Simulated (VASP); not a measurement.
# Cs (P-1) in VASP: notebook

The runs below take Cs through single point, with PBEsol, PBE.

Program: VASP 6.6.1. These are calculated values, not measurements. Logs are shortened: lines on timing, memory, paths and dates and some standing lists are left out, and cuts for length are marked.

### 1 The cell of the first run

The typed cell holds 1 atom: a = 5.630 Å, b = 5.312 Å, c = 5.365 Å, α = 107.33°, β = 111.59°, γ = 110.08°.

### 2 Single point, PBEsol (the cell strained at random)

INCAR reads:

```
PREC     = Accurate       # precision mode
ENCUT    = 520            # plane-wave cutoff, eV
EDIFF    = 1E-6           # SCF threshold, eV
ISMEAR   = -1             # smearing method
SIGMA    = 0.05           # smearing width, eV
LREAL    = F              # projectors in reciprocal space
LASPH    = T              # aspherical terms in the spheres
NELM     = 60             # most SCF steps
ALGO     = Fast           # electronic algorithm
ISIF     = 2              # what is computed and relaxed
LWAVE    = F              # write WAVECAR
LCHARG   = F              # write CHGCAR
GGA      = PS             # functional
NBANDS   = 10             # bands
```

KPOINTS reads:

```
Automatic mesh
0
Gamma
  6 6 6
```

POSCAR reads:

```
Cs
1.0
   -3.2699480000      3.2071640000      3.2746200000
    3.1394770000     -3.0609420000      2.9979270000
    3.1843290000      2.9753230000     -3.1283970000
Cs
1
Direct
   -0.0002280000      0.0061190000      0.0031940000
```

Potentials or basis: VASP PAW PBE potentials, release 64 (Cs_sv).

The run is started by

```bash
$ cat potpaw_PBE.64/Cs_sv/POTCAR > POTCAR
$ mpirun -np 1 vasp_std > vasp.out
```

OUTCAR:

```text
PREC = Accurate
   ENCUT = 520
   EDIFF = 1E-6
   ISMEAR = -1
   LREAL = F
   LASPH = T
   NELM = 60
   ISIF = 2
   GGA = PS

 ion  position               nearest neighbor table
   1  1.000  0.006  0.003-

  LATTYP: Found a triclinic cell.
 ALAT       =     5.3116144493
 B/A-ratio  =     1.6192067321
 C/A-ratio  =     1.0130736597
 COS(alpha) =     0.0061070688
 COS(beta)  =     0.3309267493
 COS(gamma) =     0.8034072224

  Lattice vectors:

 A1 = (  -3.1394770000,   3.0609420000,  -2.9979270000)
 A2 = (   0.0448520000,   6.0362650000,  -6.1263240000)
 A3 = (  -3.0538580000,  -3.1215450000,  -3.1441500000)

Analysis of symmetry for initial positions (statically):
=====================================================================
 Subroutine PRICEL returns:
 Original cell was already a primitive cell.

 Routine SETGRP: Setting up the symmetry group for a
 triclinic supercell.

 Subroutine GETGRP returns: Found  2 space group operations
 (whereof  1 operations were pure point group operations)
 out of a pool of  2 trial point group operations.

The static configuration has the point symmetry C_1 .
 The point group associated with its full space group is S_2 .

Analysis of symmetry for dynamics (positions and initial velocities):
=====================================================================
 Subroutine PRICEL returns:
 Original cell was already a primitive cell.

 Routine SETGRP: Setting up the symmetry group for a
 triclinic supercell.

 Subroutine GETGRP returns: Found  2 space group operations
 (whereof  1 operations were pure point group operations)
 out of a pool of  2 trial point group operations.

The dynamic configuration has the point symmetry C_1 .
 The point group associated with its full space group is S_2 .

 Subroutine INISYM returns: Found  2 space group operations
 (whereof  1 operations are pure point group operations),
 and found     1 'primitive' translations

----------------------------------------------------------------------------------------

                                     Primitive cell

  volume of cell :     122.4768

  direct lattice vectors                    reciprocal lattice vectors
    -3.269948000  3.207164000  3.274620000     0.005356447  0.158135354  0.155849927
     3.139477000 -3.060942000  2.997927000     0.161470010 -0.001614770  0.162821142
     3.184329000  2.975323000 -3.128397000     0.160342703  0.163979261 -0.000487410

  length of vectors
     5.630417124  5.311614449  5.364640335     0.222091606  0.229316149  0.229345194

  position of ions in fractional coordinates (direct lattice)
     0.999772000  0.006119000  0.003194000

  ion indices of the primitive-cell ions
   primitive index   ion index
                 1           1

----------------------------------------------------------------------------------------

 KPOINTS: Automatic mesh

Automatic generation of k-mesh.
 Grid dimensions read from file:
 generate k-points for:    6    6    6

 Generating k-lattice:

  Cartesian coordinates                     Fractional coordinates (reciprocal lattice)
     0.000892741  0.026355892  0.025974988     0.166666667  0.000000000  0.000000000
     0.026911668 -0.000269128  0.027136857    -0.000000000  0.166666667 -0.000000000
     0.026723784  0.027329877 -0.000081235    -0.000000000  0.000000000  0.166666667

  Length of vectors
     0.037015268  0.038219358  0.038224199

  Shift w.r.t. Gamma in fractional coordinates (k-lattice)
     0.000000000  0.000000000  0.000000000

 Subroutine IBZKPT returns following result:
 ===========================================

 Found    112 irreducible k-points:

 Following reciprocal coordinates:
            Coordinates               Weight
  0.000000  0.000000  0.000000      1.000000
  0.166667  0.000000 -0.000000      2.000000
  0.333333  0.000000  0.000000      2.000000
  0.500000  0.000000  0.000000      1.000000
 -0.000000  0.166667  0.000000      2.000000
  0.166667  0.166667  0.000000      2.000000
[... 16 lines left out ...]
  0.333333 -0.000000  0.166667      2.000000
  0.500000 -0.000000  0.166667      2.000000
 [... further k-points ...]
   k-points           NKPTS =    112   k-points in BZ     NKDIM =    112   number of bands    NBANDS=     10
   number of dos      NEDOS =    301   number of ions     NIONS =      1
   total plane-waves  NPLWV =  67200
   dimension x,y,z NGX =    42 NGY =   40 NGZ =   40
   dimension x,y,z NGXF=    84 NGYF=   80 NGZF=   80
   ions per type =               1
   NGX,Y,Z   is equivalent  to a cutoff of  12.40, 12.52, 12.40 a.u.
   NGXF,Y,Z  is equivalent  to a cutoff of  24.80, 25.04, 24.79 a.u.
 SYSTEM =  unknown system
   PREC   = accura    normal or accurate (medium, high low for compatibility)
   ISTART =      0    job   : 0-new  1-cont  2-samecut
   ICHARG =      2    charge: 1-file 2-atom 10-const
   ISPIN  =      1    spin polarized calculation?
   LNONCOLLINEAR =      F non collinear calculations
   LSORBIT =      F    spin-orbit coupling
   LASPH  =      T    aspherical Exc in radial PAW
   ENCUT  =  520.0 eV  38.22 Ry    6.18 a.u.  10.47  9.88  9.97*2*pi/ulx,y,z
   NELM   =     60;   NELMIN=  2; NELMDL= -5     # of ELM steps
   EDIFF  = 0.1E-05   stopping-criterion for ELM
   LREAL  =      F    real-space projection
   EDIFFG = 0.1E-04   stopping-criterion for IOM
   NSW    =      0    number of steps for IOM
   IBRION =     -1    ionic relax: 0-MD 1-quasi-New 2-CG
   NFREE  =      0    steps in history (QN), initial steepest desc. (CG)
   ISIF   =      2    stress and relaxation
   ISYM   =      2    0-nonsym 1-usesym 2-fastsym
   POTIM  = 0.5000    time-step for ionic-motion
   TEBEG  =    0.0;   TEEND  =   0.0 temperature during run
   PSTRESS=    0.0 pullay stress
   NELECT =       9.0000    total number of electrons
   NUPDOWN=      -1.0000    fix difference up-down
   EMIN   =  10.00;   EMAX   =-10.00  energy-range for DOS
   EFERMI =   0.00;   METHOD = LEGACY
   ISMEAR =    -1;   SIGMA  =   0.05  broadening in eV -4-tet -1-fermi 0-gaus
   EFERMI_NEDOS =   21; number of points for ismear=-14 and -15
   IALGO  =     68    algorithm
   IMIX   =      4    mixing-type and parameters
     AMIX     =   0.40;   BMIX     =  1.00
     AMIX_MAG =   1.60;   BMIX_MAG =  1.00
  volume/ion in A,a.u.               =     122.48       826.51
  Fermi-wavevector in a.u.,A,eV,Ry     =   0.685706  1.295796  6.397353  0.470192
  Thomas-Fermi vector in A             =   1.765724
   LORBIT       =      0    0 simple, 1 ext, 2 COOP (PROOUT), +10 PAW based schemes
   GGA     = PS    functional components
   LHFCALC =     F    Hartree Fock is set to
   AEXX    =    0.0000 exact exchange contribution
   IVDW    =     0    specifies the selected vdW correction
   LEPSILON=     F    determine dielectric tensor
   LRPA    =     F    only Hartree local field effects (RPA)
 non-spin polarized calculation
 RMM-DIIS sequential band-by-band and
  energy-cutoff  :      520.00
  volume of cell :      122.48
 maximum number of plane-waves:      3318
 NGX is ok and might be reduce to    42
   NGX = 21   NGY = 19   NGZ = 19

 number of electron       8.9999999 magnetization

 Free energy of the ion-electron system (eV)
  ---------------------------------------------------
  ext. energy  EPLUGINS =         0.00000000
  ---------------------------------------------------
  free energy    TOTEN  =        -0.92931077 eV

  energy without entropy =       -0.91376881  energy(sigma->0) =       -0.92153979

 E-fermi :   0.2320     XC(G=0):  -5.3148

 val. band max:        0.2310133428   @ k =   0.3333   0.1667   0.5000
 cond. band min:       0.2338083127   @ k =   0.3333   0.1667   0.0000
 fundamental gap:      0.0027949699
 Fermi energy:         0.2319676049

 k-point     1 :       0.0000    0.0000    0.0000
  band No.  band energies     occupation
      1     -23.6607      2.00000
      2     -10.3947      2.00000
      3     -10.3860      2.00000
      4     -10.3832      2.00000
      5      -1.3902      2.00000
      6       2.5485      0.00000
      7       2.6170      0.00000
      8       2.8513      0.00000
      9       3.4935      0.00000
     10       3.6081      0.00000

 k-point     2 :       0.1667    0.0000   -0.0000
  band No.  band energies     occupation
      1     -23.6597      2.00000
      2     -10.4181      2.00000
      3     -10.3961      2.00000
      4     -10.3842      2.00000
      5      -1.1177      2.00000
      6       2.2737      0.00000
      7       2.3223      0.00000
      8       3.0416      0.00000
      9       3.4773      0.00000
     10       3.5129      0.00000

 k-point     3 :       0.3333    0.0000    0.0000
  band No.  band energies     occupation
      1     -23.6575      2.00000
      2     -10.4697      2.00000
      3     -10.4109      2.00000
      4     -10.3853      2.00000
      5      -0.4025      1.99999
      6       1.5050      0.00000
      7       1.9742      0.00000
      8       3.5912      0.00000
      9       3.6936      0.00000
     10       3.8124      0.00000

 k-point     4 :       0.5000    0.0000    0.0000
  band No.  band energies     occupation
      1     -23.6565      2.00000
      2     -10.4951      2.00000
      3     -10.4181      2.00000
      4     -10.3857      2.00000
      5       0.2388      0.93129
      6       0.9723      0.00000
      7       1.8332      0.00000
      8       3.4664      0.00000
      9       4.0766      0.00000
     10       4.5270      0.00000

 k-point     5 :      -0.0000    0.1667    0.0000
  band No.  band energies     occupation
      1     -23.6593      2.00000
      2     -10.4157      2.00000
      3     -10.4010      2.00000
      4     -10.3890      2.00000
      5      -1.0978      2.00000
      6       2.3805      0.00000
      7       2.4897      0.00000
      8       2.8986      0.00000
      9       3.1696      0.00000
     10       3.5148      0.00000

 k-point     6 :       0.1667    0.1667    0.0000
  band No.  band energies     occupation
      1     -23.6575      2.00000
      2     -10.4572      2.00000
      3     -10.4096      2.00000
      4     -10.3923      2.00000
      5      -0.5835      2.00000
      6       1.8196      0.00000
      7       2.0497      0.00000
      8       3.2440      0.00000
      9       3.4688      0.00000
     10       3.7553      0.00000
[... 183 lines left out ...]
 k-point    21 :       0.0000    0.0000    0.1667
  band No.  band energies     occupation
      1     -23.6594      2.00000
      2     -10.4162      2.00000
      3     -10.4021      2.00000
      4     -10.3863      2.00000
      5      -1.0981      2.00000
      6       2.3763      0.00000
      7       2.4404      0.00000
      8       2.8791      0.00000
      9       3.2683      0.00000
     10       3.5062      0.00000

 k-point    22 :       0.1667    0.0000    0.1667
  band No.  band energies     occupation
      1     -23.6576      2.00000
      2     -10.4580      2.00000
      3     -10.4105      2.00000
      4     -10.3901      2.00000
      5      -0.5772      2.00000
      6       1.8095      0.00000
      7       2.0244      0.00000
      8       3.3032      0.00000
      9       3.4202      0.00000
     10       3.7879      0.00000

 k-point    23 :       0.3333   -0.0000    0.1667
  band No.  band energies     occupation
      1     -23.6562      2.00000
      2     -10.4865      2.00000
      3     -10.4259      2.00000
      4     -10.3930      2.00000
      5       0.2406      0.91423
      6       1.1472      0.00000
      7       1.7419      0.00000
      8       3.3355      0.00000
      9       3.8422      0.00000
     10       4.1239      0.00000

 k-point    24 :       0.5000   -0.0000    0.1667
  band No.  band energies     occupation
      1     -23.6565      2.00000
      2     -10.4762      2.00000
      3     -10.4298      2.00000
      4     -10.3932      2.00000
      5       0.1678      1.56588
      6       1.2279      0.00000
      7       1.7147      0.00000
      8       3.3478      0.00000
      9       3.8487      0.00000
     10       4.2169      0.00000

 [... further k-points ...]
[... 5 lines left out ...]
  --------------------------------------------------------------------------------------
  -------------------------------------------------------------------------------------
  Total       -0.1588963     -0.1522745     -0.1564875      0.0035506     -0.0084433      0.0064339
  in kB       -2.0785973     -1.9919749     -2.0470867      0.0464475     -0.1104514      0.0841652
  external PRESSURE =      -2.0392196 kB  Pullay stress =       0.0000000 kB

 VOLUME and BASIS-vectors are now :
 -----------------------------------------------------------------------------
  energy-cutoff  :      520.00
  volume of cell :      122.48
      direct lattice vectors                 reciprocal lattice vectors
    -3.269948000  3.207164000  3.274620000     0.005356447  0.158135354  0.155849927
     3.139477000 -3.060942000  2.997927000     0.161470010 -0.001614770  0.162821142
     3.184329000  2.975323000 -3.128397000     0.160342703  0.163979261 -0.000487410

 POSITION                                       TOTAL-FORCE (eV/Angst)
 -----------------------------------------------------------------------------------
     -3.23982      3.19721      3.28223         0.000000      0.000000      0.000000
 -----------------------------------------------------------------------------------
    total drift:                                0.000002      0.000003     -0.000004

  FREE ENERGIE OF THE ION-ELECTRON SYSTEM (eV)
  ---------------------------------------------------
  free  energy   TOTEN  =        -0.9293107722 eV

  energy  without entropy=       -0.9137688126  energy(sigma->0) =       -0.92153979
```

Run time: 91 s. Hardware: 1 thread of Intel Xeon Platinum 8259CL at 2.50GHz (Skylake/Cascade Lake), shared host; peak memory 0.31 GiB.

What came out:

- Free energy: -0.9293 eV
- Pressure: -0.2 GPa

Caveat: the cell differs from its parent crystal (the cell strained at random); the PAW data sets were made with another functional, which shifts forces and pressure a little; spin-orbit coupling is left out, which moves the levels of the heavy elements.

### 3 Single point, PBE (the cell strained at random)

INCAR reads:

```
SYSTEM = Cs
ALGO     = Fast           ! electronic algorithm
EDIFF    = 1E-6           ! SCF threshold, eV
ENCUT    = 520            ! plane-wave cutoff, eV
GGA      = PE             ! functional
ISIF     = 2              ! what is computed and relaxed
ISMEAR   = -1             ! smearing method
LASPH    = .TRUE.         ! aspherical terms in the spheres
LCHARG   = .FALSE.        ! write CHGCAR
LREAL    = .FALSE.        ! projectors in reciprocal space
LWAVE    = .FALSE.        ! write WAVECAR
NBANDS   = 10             ! bands
NELM     = 60             ! most SCF steps
PREC     = Accurate       ! precision mode
SIGMA    = 0.05           ! smearing width, eV
```

KPOINTS reads:

```
k-points
0
G
  6 6 6
  0 0 0
```

POSCAR is that of step 2.

Potentials or basis: VASP PAW PBE potentials, release 64 (Cs_sv).

The run is started by

```bash
$ cat potpaw_PBE.64/Cs_sv/POTCAR > POTCAR
$ mpirun -np 1 vasp_std > vasp.out
```

Wall time 38 s (1 thread of Intel Xeon 6975P-C (Granite Rapids), shared host); peak memory 0.31 GiB.

It converged, with:

* Free energy: -0.8457 eV
* Pressure: -0.1 GPa

Levels at points of the mesh, in eV from the Fermi level:
```tsv
k point	band 1	band 2	band 3	band 4	band 5	band 6	band 7	band 8	band 9
(0.00, 0.00, 0.00)	-23.90	-10.66	-10.65	-10.65	-1.62	2.31	2.38	2.61	3.24
(0.50, 0.00, 0.00)	-23.90	-10.76	-10.68	-10.65	0.01	0.74	1.60	3.22	3.82
(0.00, 0.50, 0.00)	-23.90	-10.77	-10.70	-10.65	0.09	0.87	1.68	2.96	3.54
(0.50, 0.50, 0.00)	-23.90	-10.76	-10.68	-10.65	0.03	0.76	1.63	3.13	3.75
(0.00, 0.00, 0.50)	-23.90	-10.77	-10.70	-10.65	0.09	0.86	1.62	3.05	3.63
(0.50, 0.00, 0.50)	-23.90	-10.76	-10.68	-10.65	-0.01	0.71	1.69	3.12	3.74
(0.00, 0.50, 0.50)	-23.90	-10.77	-10.70	-10.65	0.12	0.92	1.59	3.03	3.60
(0.50, 0.50, 0.50)	-23.89	-10.74	-10.74	-10.72	0.68	0.71	2.77	2.84	2.96
```

Caveat: the cell differs from its parent crystal (the cell strained at random); spin-orbit coupling is left out, which moves the levels of the heavy elements.
